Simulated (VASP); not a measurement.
# Cu (Pm-3m) in VASP: notebook, part 2 of 2

VASP 6.6.1. Earlier steps stand in the parts before.

### Step 3. Single point, PBE

This run uses another cell than the first one, of 13.39 Å³/atom, 1.021 times its volume.

INCAR reads:

```
  PREC = Accurate
  ENCUT = 520
  EDIFF = 1E-6
  ISMEAR = -1
  SIGMA = 0.06122561905347299
  LREAL = False
  LASPH = True
  NELM = 60
  ALGO = Normal
  ISIF = 2
  LWAVE = False
  LCHARG = True
  GGA = PE
  LELF = True
  LVHAR = True
  NBANDS = 12
```

KPOINTS reads:

```
regular mesh
0
Gamma
  45 45 45
```

POSCAR reads:

```
Cu
1.0
    2.3744852661      0.0000000000      0.0000000000
    0.0000000000      2.3744852661      0.0000000000
    0.0000000000      0.0000000000      2.3744852661
Cu
1
Direct
    0.0000000000      0.0000000000      0.0000000000
```

Potentials or basis: VASP PAW PBE potentials, release 64 (Cu).

Run with:

```sh
$ cat potpaw_PBE.64/Cu/POTCAR > POTCAR
$ mpirun -np 1 vasp_std > vasp.out
```

OUTCAR:

```text
PREC = Accurate
   ENCUT = 520
   EDIFF = 1E-6
   ISMEAR = -1
   LREAL = False
   LASPH = True
   NELM = 60
   ISIF = 2
   GGA = PE

 ion  position               nearest neighbor table
   1  0.000  0.000  0.000-

  LATTYP: Found a simple cubic cell.
 ALAT       =     2.3744852661

  Lattice vectors:

 A1 = (   2.3744852661,   0.0000000000,   0.0000000000)
 A2 = (   0.0000000000,   2.3744852661,   0.0000000000)
 A3 = (   0.0000000000,   0.0000000000,   2.3744852661)

Analysis of symmetry for initial positions (statically):
=====================================================================
 Subroutine PRICEL returns:
 Original cell was already a primitive cell.

 Routine SETGRP: Setting up the symmetry group for a
 simple cubic supercell.

 Subroutine GETGRP returns: Found 48 space group operations
 (whereof 48 operations were pure point group operations)
 out of a pool of 48 trial point group operations.

The static configuration has the point symmetry O_h .

Analysis of symmetry for dynamics (positions and initial velocities):
=====================================================================
 Subroutine PRICEL returns:
 Original cell was already a primitive cell.

 Routine SETGRP: Setting up the symmetry group for a
 simple cubic supercell.

 Subroutine GETGRP returns: Found 48 space group operations
 (whereof 48 operations were pure point group operations)
 out of a pool of 48 trial point group operations.

The dynamic configuration has the point symmetry O_h .

 Subroutine INISYM returns: Found 48 space group operations
 (whereof 48 operations are pure point group operations),
 and found     1 'primitive' translations

----------------------------------------------------------------------------------------

[... 108 lines left out ...]
   IMIX   =      4    mixing-type and parameters
     AMIX     =   0.40;   BMIX     =  1.00
     AMIX_MAG =   1.60;   BMIX_MAG =  1.00
  volume/ion in A,a.u.               =      13.39        90.35
  Fermi-wavevector in a.u.,A,eV,Ry     =   1.533332  2.897578 31.988760  2.351108
  Thomas-Fermi vector in A             =   2.640414
   LORBIT       =      0    0 simple, 1 ext, 2 COOP (PROOUT), +10 PAW based schemes
   GGA     = PE    functional components
   LHFCALC =     F    Hartree Fock is set to
   AEXX    =    0.0000 exact exchange contribution
   IVDW    =     0    specifies the selected vdW correction
   LEPSILON=     F    determine dielectric tensor
   LRPA    =     F    only Hartree local field effects (RPA)
 non-spin polarized calculation
  energy-cutoff  :      520.00
  volume of cell :       13.39
 maximum number of plane-waves:       374
 NGX is ok and might be reduce to    18
   NGX =  9   NGY =  9   NGZ =  9

 number of electron      11.0000033 magnetization

 Free energy of the ion-electron system (eV)
  ---------------------------------------------------
  ext. energy  EPLUGINS =         0.00000000
  ---------------------------------------------------
  free energy    TOTEN  =        -3.25862206 eV

  energy without entropy =       -3.25532330  energy(sigma->0) =       -3.25697268

 E-fermi :   5.9712     XC(G=0): -11.9264

 val. band max:        5.9677826580   @ k =   0.4222   0.2444   0.0222
 cond. band min:       5.9756256622   @ k =   0.3556   0.3556   0.0000
 fundamental gap:      0.0078430042
 Fermi energy:         5.9711568419

 k-point     1 :       0.0000    0.0000    0.0000
  band No.  band energies     occupation
      1      -2.2658      2.00000
      2       2.0479      2.00000
      3       2.0479      2.00000
      4       4.6726      2.00000
      5       4.6726      2.00000
      6       4.6726      2.00000
      7      23.9579      0.00000
      8      23.9579      0.00000
      9      23.9579      0.00000
     10      27.4256      0.00000
     11      27.4256      0.00000
     12      31.3745      0.00000
[... 331 lines left out ...]
 k-point    24 :       0.0222    0.0222    0.0000
  band No.  band energies     occupation
      1      -2.2381      2.00000
      2       2.0530      2.00000
      3       2.0567      2.00000
      4       4.6641      2.00000
      5       4.6680      2.00000
      6       4.6694      2.00000
      7      23.6562      0.00000
      8      23.7587      0.00000
      9      23.9940      0.00000
     10      27.5449      0.00000
     11      27.7634      0.00000
     12      31.5182      0.00000

 [... further k-points ...]
[... 5 lines left out ...]
  --------------------------------------------------------------------------------------
  -------------------------------------------------------------------------------------
  Total        0.4298336      0.4298336      0.4298336      0.0000000     -0.0000000      0.0000000
  in kB       51.4401810     51.4401810     51.4401810      0.0000000     -0.0000000      0.0000000
  external PRESSURE =      51.4401810 kB  Pullay stress =       0.0000000 kB

 VOLUME and BASIS-vectors are now :
 -----------------------------------------------------------------------------
  energy-cutoff  :      520.00
  volume of cell :       13.39
      direct lattice vectors                 reciprocal lattice vectors
     2.374485266  0.000000000  0.000000000     0.421143906  0.000000000  0.000000000
     0.000000000  2.374485266  0.000000000     0.000000000  0.421143906  0.000000000
     0.000000000  0.000000000  2.374485266     0.000000000  0.000000000  0.421143906

 POSITION                                       TOTAL-FORCE (eV/Angst)
 -----------------------------------------------------------------------------------
      0.00000      0.00000      0.00000         0.000000      0.000000      0.000000
 -----------------------------------------------------------------------------------
    total drift:                                0.000000      0.000000     -0.000000

  FREE ENERGIE OF THE ION-ELECTRON SYSTEM (eV)
  ---------------------------------------------------
  free  energy   TOTEN  =        -3.2586220570 eV

  energy  without entropy=       -3.2553233050  energy(sigma->0) =       -3.25697268
```

stdout:

```text
POSCAR found type information on POSCAR Cu
 POSCAR found :  1 types and       1 ions
 scaLAPACK will be used
 LDA part: xc-table for (Slater+PW92), standard interpolation
 POSCAR, INCAR and KPOINTS ok, starting setup
 FFT: planning ... GRIDC
 FFT: planning ... GRID_SOFT
 FFT: planning ... GRID
 WAVECAR not read
 entering main loop
```

It took 2.2 min on 1 thread of AMD EPYC 9R45 (Zen 5), shared host; peak memory 0.39 GiB.

What came out:

- Free energy: -3.2586 eV
- Pressure: 5.1 GPa

### Step 4. Single point, PBE

INCAR reads:

```
SYSTEM = Cu
PREC = Accurate
ENCUT = 520
EDIFF = 1E-7
ISMEAR = -1
SIGMA = 0.06122561905347299
LREAL = .FALSE.
LASPH = .TRUE.
NELM = 60
ALGO = Normal
ISIF = 2
LWAVE = .FALSE.
LCHARG = .TRUE.
GGA = PE
LELF = .TRUE.
LVHAR = .TRUE.
NBANDS = 12
```

KPOINTS reads:

```
regular mesh
0
G
  15 15 15
  0 0 0
```

POSCAR reads:

```
Cu
1.0
    2.3578799308      0.0000000000      0.0000000000
    0.0000000000      2.3578799308      0.0000000000
    0.0000000000      0.0000000000      2.3578799308
Cu
1
Direct
    0.0000000000      0.0000000000      0.0000000000
```

Run with:

```sh
$ cat potpaw_PBE.64/Cu/POTCAR > POTCAR
$ mpirun -np 1 vasp_std > vasp.out
```

It took 9.4 s on 1 thread of Intel Xeon 6975P-C, shared host; peak memory 0.13 GiB.

Results (log left out):

```
Free energy : -3.2490 eV
Pressure    : 7.6 GPa
```

Levels at points of the mesh, in eV from the Fermi level:
```tsv
k point	band 4	band 5	band 6	band 7	band 8	band 9
(0.00, 0.00, 0.00)	-1.25	-1.25	-1.25	18.28	18.28	18.28
```

### Step 5. Summary

| cell | k mesh | gap on the mesh (eV) | pressure (GPa) |
| --- | --- | --- | --- |
| a = 2.358 Å, 1 atom | 45 × 45 × 45 | none | 7.9 |
| a = 2.374 Å, 1 atom | 45 × 45 × 45 | none | 5.1 |
| a = 2.358 Å, 1 atom | 15 × 15 × 15 | none | 7.6 |

Alike in all rows: task single point; level PBE; potentials or basis VASP PAW PBE potentials, release 64 (Cu); no spin polarisation; cutoff (eV) 520; smearing fermi-dirac 0.0612256 eV.

Absolute energies hang on the potentials; compare differences alone.
